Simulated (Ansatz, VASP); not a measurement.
SiO2 in VASP and in Ansatz

```xyz
6
Lattice="1.7735 1.0239 5.0152 -1.7735 1.0239 5.0152 0.0000 -2.0478 5.0152" Properties=species:S:1:pos:R:3 pbc="T T T"
Si    0.0000    0.0000    1.6252
Si    0.0000    0.0000   13.4203
O     0.0000    0.0000   11.6561
O     0.0000    0.0000    7.5227
O     0.0000    0.0000    3.3894
O     0.0000    0.0000    0.0000
```

Change from the starting cell: ordered vacancies on the cation sites of caesium chloride (R-3m, No. 166).

Alike in both runs: functional PBE; k mesh 12 × 12 × 12; occupations gaussian, width 0.02 eV; no spin polarisation.

Ansatz relaxed the structure, and its values are those at the end. VASP's run is a single point on that final structure, the one shown.

|  | VASP | Ansatz |
| --- | --- | --- |
| version | VASP 6.6.1 | Ansatz 0.2.0 |
| potentials or method | VASP PAW PBE potentials, release 64 (Si, O), cutoff 520 eV | scalar-relativistic, plane waves, PAW |
| valence electrons in the cell | 32 | 32 |

VASP gave:

* gap on the k mesh at the Fermi level (eV): 1.69
* least direct gap on the mesh (eV): 2.91
* pressure (GPa): 0.2
* rms of the force components (eV/Å): 0.022

Q: Estimate Ansatz's values.

A: gap on the k mesh at the Fermi level (eV): 1.70; least direct gap on the mesh (eV): 2.92; pressure (GPa): 0.0; rms of the force components (eV/Å): 0.001.

With one functional, cell and mesh, what is left measures potentials, basis and numerics.
